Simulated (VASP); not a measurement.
# AlNi (P4mm) in VASP: single point with PBEsol

Aim: the single point of AlNi with PBEsol.

Everything below comes from runs of VASP 6.6.1. Logs are shortened: lines on timing, memory, paths and dates and some standing lists are left out, and cuts for length are marked.

### Step 1. The cell of the first run

Symmetry: P4mm, No. 99, tetragonal system. The conventional cell has a = 2.862 Å, b = 2.862 Å, c = 8.285 Å, α = 90.00°, β = 90.00°, γ = 90.00°. Within 3.1 Å of Al (site symmetry 4mm) lie 8 Ni at 2.32 to 2.48 Å and 6 Al at 2.56 to 2.86 Å. Al (site symmetry 4mm) has 8 Ni at 2.48 Å and 6 Al at 2.86 Å within 3.3 Å. Within 3.3 Å of Al (site symmetry 4mm) lie 8 Ni at 2.48 Å and 6 Al at 2.56 to 2.86 Å. Within 3.1 Å of Ni (site symmetry 4mm) lie 8 Al at 2.32 to 2.48 Å and 6 Ni at 2.56 to 2.86 Å. Ni (site symmetry 4mm) has 8 Al at 2.48 Å and 6 Ni at 2.56 to 2.86 Å within 3.3 Å. Within 3.3 Å of Ni (site symmetry 4mm) lie 8 Al at 2.48 Å and 6 Ni at 2.86 Å.

### Step 2. Single point, PBEsol

INCAR

```
  PREC = Accurate
  ENCUT = 520
  EDIFF = 1E-7
  ISMEAR = 0
  SIGMA = 0.15
  LREAL = F
  LASPH = T
  NELM = 100
  ALGO = Fast
  ISIF = 2
  LWAVE = F
  LCHARG = F
  GGA = PS
  NBANDS = 28
```

KPOINTS

```
Automatic mesh
0
Gamma
  15 15 5
```

POSCAR

```
AlNi
1.0
    0.0000000000     -2.8618233747      0.0000000000
    0.0000000000      0.0000000000     -2.8618233747
    8.2854701242      0.0000000000      0.0000000000
Al Ni
3 3
Direct
    1.0000000000      0.0000000000      0.0863506636
    1.0000000000      0.0000000000      0.4317533181
    1.0000000000      0.0000000000      0.7771559726
    0.5000000000      0.5000000000      0.9498572999
    0.5000000000      0.5000000000      0.2590519909
    0.5000000000      0.5000000000      0.6044546454
```

Potentials or basis: VASP PAW PBE potentials, release 64 (Al, Ni).

The run is started by

```console
$ cat potpaw_PBE.64/Al/POTCAR potpaw_PBE.64/Ni/POTCAR > POTCAR
$ mpirun -np 1 vasp_std > vasp.out
```

OUTCAR:

```text
PREC = Accurate
   ENCUT = 520
   EDIFF = 1E-7
   ISMEAR = 0
   LREAL = F
   LASPH = T
   NELM = 100
   ISIF = 2
   GGA = PS

 ion  position               nearest neighbor table
   1  0.000  0.000  0.086-   4 2.32   4 2.32   4 2.32   4 2.32   5 2.48   5 2.48   5 2.48   5 2.48
                             3 2.56   2 2.86
   2  0.000  0.000  0.432-   5 2.48   5 2.48   5 2.48   5 2.48   6 2.48   6 2.48   6 2.48   6 2.48
                             1 2.86   3 2.86
   3  0.000  0.000  0.777-   6 2.48   6 2.48   6 2.48   6 2.48   4 2.48   4 2.48   4 2.48   4 2.48
                             1 2.56   2 2.86
   4  0.500  0.500  0.950-   1 2.32   1 2.32   1 2.32   1 2.32   3 2.48   3 2.48   3 2.48   3 2.48
                             5 2.56   6 2.86
   5  0.500  0.500  0.259-   2 2.48   2 2.48   2 2.48   2 2.48   1 2.48   1 2.48   1 2.48   1 2.48
                             4 2.56   6 2.86
   6  0.500  0.500  0.604-   3 2.48   3 2.48   3 2.48   3 2.48   2 2.48   2 2.48   2 2.48   2 2.48
                             5 2.86   4 2.86

  LATTYP: Found a simple tetragonal cell.
 ALAT       =     2.8618233747
 C/A-ratio  =     2.8951717277

  Lattice vectors:

 A1 = (   0.0000000000,  -2.8618233747,   0.0000000000)
 A2 = (   0.0000000000,   0.0000000000,  -2.8618233747)
 A3 = (   8.2854701242,   0.0000000000,   0.0000000000)

Analysis of symmetry for initial positions (statically):
=====================================================================
 Subroutine PRICEL returns:
 Original cell was already a primitive cell.

 Routine SETGRP: Setting up the symmetry group for a
 simple tetragonal supercell.

 Subroutine GETGRP returns: Found  8 space group operations
 (whereof  8 operations were pure point group operations)
 out of a pool of 16 trial point group operations.

The static configuration has the point symmetry C_4v.

Analysis of symmetry for dynamics (positions and initial velocities):
=====================================================================
 Subroutine PRICEL returns:
 Original cell was already a primitive cell.

 Routine SETGRP: Setting up the symmetry group for a
 simple tetragonal supercell.

 Subroutine GETGRP returns: Found  8 space group operations
 (whereof  8 operations were pure point group operations)
 out of a pool of 16 trial point group operations.

The dynamic configuration has the point symmetry C_4v.

 Subroutine INISYM returns: Found  8 space group operations
 (whereof  8 operations are pure point group operations),
 and found     1 'primitive' translations

----------------------------------------------------------------------------------------

                                     Primitive cell

  volume of cell :      67.8583

  direct lattice vectors                    reciprocal lattice vectors
     0.000000000 -2.861823375  0.000000000     0.000000000 -0.349427574  0.000000000
     0.000000000  0.000000000 -2.861823375     0.000000000  0.000000000 -0.349427574
     8.285470124  0.000000000  0.000000000     0.120693212  0.000000000  0.000000000

  length of vectors
     2.861823375  2.861823375  8.285470124     0.349427574  0.349427574  0.120693212

  position of ions in fractional coordinates (direct lattice)
     0.000000000  0.000000000  0.086350664
     0.000000000  0.000000000  0.431753318
     0.000000000  0.000000000  0.777155973
     0.500000000  0.500000000  0.949857300
     0.500000000  0.500000000  0.259051991
     0.500000000  0.500000000  0.604454645

  ion indices of the primitive-cell ions
   primitive index   ion index
                 1           1
                 2           2
                 3           3
                 4           4
                 5           5
                 6           6

----------------------------------------------------------------------------------------

 KPOINTS: Automatic mesh

Automatic generation of k-mesh.
 Grid dimensions read from file:
 generate k-points for:   15   15    5

 Generating k-lattice:

  Cartesian coordinates                     Fractional coordinates (reciprocal lattice)
     0.000000000 -0.023295172  0.000000000     0.066666667  0.000000000  0.000000000
     0.000000000  0.000000000 -0.023295172     0.000000000  0.066666667  0.000000000
     0.024138642  0.000000000  0.000000000     0.000000000  0.000000000  0.200000000

  Length of vectors
     0.023295172  0.023295172  0.024138642

  Shift w.r.t. Gamma in fractional coordinates (k-lattice)
     0.000000000  0.000000000  0.000000000

 Subroutine IBZKPT returns following result:
 ===========================================

 Found    108 irreducible k-points:

 Following reciprocal coordinates:
            Coordinates               Weight
  0.000000  0.000000  0.000000      1.000000
  0.066667  0.000000  0.000000      4.000000
  0.133333  0.000000  0.000000      4.000000
  0.200000  0.000000  0.000000      4.000000
  0.266667  0.000000  0.000000      4.000000
  0.333333  0.000000  0.000000      4.000000
[... 16 lines left out ...]
  0.266667  0.200000  0.000000      8.000000
  0.333333  0.200000  0.000000      8.000000
 [... further k-points ...]
   k-points           NKPTS =    108   k-points in BZ     NKDIM =    108   number of bands    NBANDS=     28
   number of dos      NEDOS =    301   number of ions     NIONS =      6
   total plane-waves  NPLWV =  36864
   dimension x,y,z NGX =    24 NGY =   24 NGZ =   64
   dimension x,y,z NGXF=    48 NGYF=   48 NGZF=  128
   ions per type =               3   3
   NGX,Y,Z   is equivalent  to a cutoff of  13.94, 13.94, 12.84 a.u.
   NGXF,Y,Z  is equivalent  to a cutoff of  27.88, 27.88, 25.68 a.u.
 SYSTEM =  unknown system
   PREC   = accura    normal or accurate (medium, high low for compatibility)
   ISTART =      0    job   : 0-new  1-cont  2-samecut
   ICHARG =      2    charge: 1-file 2-atom 10-const
   ISPIN  =      1    spin polarized calculation?
   LNONCOLLINEAR =      F non collinear calculations
   LSORBIT =      F    spin-orbit coupling
   LASPH  =      T    aspherical Exc in radial PAW
   ENCUT  =  520.0 eV  38.22 Ry    6.18 a.u.   5.32  5.32 15.41*2*pi/ulx,y,z
   NELM   =    100;   NELMIN=  2; NELMDL= -5     # of ELM steps
   EDIFF  = 0.1E-06   stopping-criterion for ELM
   LREAL  =      F    real-space projection
   EDIFFG = 0.1E-05   stopping-criterion for IOM
   NSW    =      0    number of steps for IOM
   IBRION =     -1    ionic relax: 0-MD 1-quasi-New 2-CG
   NFREE  =      0    steps in history (QN), initial steepest desc. (CG)
   ISIF   =      2    stress and relaxation
   ISYM   =      2    0-nonsym 1-usesym 2-fastsym
   POTIM  = 0.5000    time-step for ionic-motion
   TEBEG  =    0.0;   TEEND  =   0.0 temperature during run
   PSTRESS=    0.0 pullay stress
   NELECT =      39.0000    total number of electrons
   NUPDOWN=      -1.0000    fix difference up-down
   EMIN   =  10.00;   EMAX   =-10.00  energy-range for DOS
   EFERMI =   0.00;   METHOD = LEGACY
   ISMEAR =     0;   SIGMA  =   0.15  broadening in eV -4-tet -1-fermi 0-gaus
   EFERMI_NEDOS =   21; number of points for ismear=-14 and -15
   IALGO  =     68    algorithm
   IMIX   =      4    mixing-type and parameters
     AMIX     =   0.40;   BMIX     =  1.00
     AMIX_MAG =   1.60;   BMIX_MAG =  1.00
  volume/ion in A,a.u.               =      11.31        76.32
  Fermi-wavevector in a.u.,A,eV,Ry     =   1.361117  2.572138 25.206687  1.852639
  Thomas-Fermi vector in A             =   2.487721
   LORBIT       =      0    0 simple, 1 ext, 2 COOP (PROOUT), +10 PAW based schemes
   GGA     = PS    functional components
   LHFCALC =     F    Hartree Fock is set to
   AEXX    =    0.0000 exact exchange contribution
   IVDW    =     0    specifies the selected vdW correction
   LEPSILON=     F    determine dielectric tensor
   LRPA    =     F    only Hartree local field effects (RPA)
 non-spin polarized calculation
 RMM-DIIS sequential band-by-band and
 Gauss-broadening in eV      SIGMA  =   0.15
  energy-cutoff  :      520.00
  volume of cell :       67.86
 maximum number of plane-waves:      1859
 NGX is ok and might be reduce to    24
   NGX = 11   NGY = 11   NGZ = 31

 number of electron      39.0000009 magnetization

 Free energy of the ion-electron system (eV)
  ---------------------------------------------------
  ext. energy  EPLUGINS =         0.00000000
  ---------------------------------------------------
  free energy    TOTEN  =       -34.43022396 eV

  energy without entropy =      -34.40270341  energy(sigma->0) =      -34.41646369

 E-fermi :  10.6410     XC(G=0): -12.4329

 val. band max:       10.6303825012   @ k =   0.3333   0.1333   0.4000
 cond. band min:      10.6477653038   @ k =   0.1333   0.0000   0.0000
 fundamental gap:      0.0173828025
 Fermi energy:        10.6410368605

 k-point     1 :       0.0000    0.0000    0.0000
  band No.  band energies     occupation
      1      -0.9558      2.00000
      2       1.1334      2.00000
      3       1.4356      2.00000
      4       6.0823      2.00000
      5       6.3771      2.00000
      6       6.9323      2.00000
[... 20 lines left out ...]
     27      18.8073      0.00000
     28      19.0366      0.00000

 k-point     2 :       0.0667    0.0000    0.0000
  band No.  band energies     occupation
      1      -0.8725      2.00000
      2       1.2111      2.00000
      3       1.5115      2.00000
      4       6.1250      2.00000
      5       6.4092      2.00000
      6       6.9309      2.00000
[... 20 lines left out ...]
     27      18.8628      0.00000
     28      18.9379      0.00000

 k-point     3 :       0.1333    0.0000    0.0000
  band No.  band energies     occupation
      1      -0.6239      2.00000
      2       1.4423      2.00000
      3       1.7370      2.00000
      4       6.2460      2.00000
      5       6.4972      2.00000
      6       6.9038      2.00000
[... 616 lines left out ...]
      3       3.2135      2.00000
      4       6.6966      2.00000
      5       6.7999      2.00000
      6       7.0212      2.00000
[... 20 lines left out ...]
     27      18.8639      0.00000
     28      19.1391      0.00000

 k-point    24 :       0.3333    0.2000    0.0000
  band No.  band energies     occupation
      1       1.7423      2.00000
      2       3.5562      2.00000
      3       3.7759      2.00000
      4       6.1665      2.00000
      5       6.7256      2.00000
      6       6.9644      2.00000
[... 20 lines left out ...]
     27      17.5530      0.00000
     28      17.8192      0.00000

 [... further k-points ...]
[... 5 lines left out ...]
  --------------------------------------------------------------------------------------
  -------------------------------------------------------------------------------------
  Total        5.1804557      2.9720393      2.9720393     -0.0000000      0.0000000      0.0000000
  in kB      122.3138786     70.1717514     70.1717514     -0.0000000      0.0000000      0.0000000
  external PRESSURE =      87.5524605 kB  Pullay stress =       0.0000000 kB

 VOLUME and BASIS-vectors are now :
 -----------------------------------------------------------------------------
  energy-cutoff  :      520.00
  volume of cell :       67.86
      direct lattice vectors                 reciprocal lattice vectors
     0.000000000 -2.861823375  0.000000000     0.000000000 -0.349427574  0.000000000
     0.000000000  0.000000000 -2.861823375     0.000000000  0.000000000 -0.349427574
     8.285470124  0.000000000  0.000000000     0.120693212  0.000000000  0.000000000

 POSITION                                       TOTAL-FORCE (eV/Angst)
 -----------------------------------------------------------------------------------
      0.71546      0.00000      0.00000         2.123530     -0.000000     -0.000000
      3.57728      0.00000      0.00000         0.062564     -0.000000     -0.000000
      6.43910      0.00000      0.00000        -0.980074     -0.000000     -0.000000
      7.87001     -1.43091     -1.43091        -1.588624     -0.000000     -0.000000
      2.14637     -1.43091     -1.43091         0.443357     -0.000000     -0.000000
      5.00819     -1.43091     -1.43091        -0.060753      0.000000      0.000000
 -----------------------------------------------------------------------------------
    total drift:                               -0.000401     -0.000000      0.000000

  FREE ENERGIE OF THE ION-ELECTRON SYSTEM (eV)
  ---------------------------------------------------
  free  energy   TOTEN  =       -34.4302239582 eV

  energy  without entropy=      -34.4027034124  energy(sigma->0) =      -34.41646369
```

Run time: 2.9 min. Hardware: 1 thread of Intel Xeon 6975P-C (Granite Rapids), shared host; peak memory 0.3 GiB.

What came out:

- Free energy: -34.4302 eV
- Pressure: 8.8 GPa
- Largest force: 2.124 eV/Å

Forces on the atoms (eV/Å):
```
Al   2.124  0.000  0.000
Al   0.063  0.000  0.000
Al  -0.980  0.000  0.000
Ni  -1.589  0.000  0.000
Ni   0.443  0.000  0.000
Ni  -0.061  0.000  0.000
```

Levels at points of the mesh, in eV from the Fermi level:
```tsv
k point	band 17	band 18	band 19	band 20	band 21	band 22
(0.00, 0.00, 0.00)	-1.55	-1.51	-0.14	0.39	5.24	5.24
```

Caveat: the PAW data sets were made with another functional, which shifts forces and pressure a little.
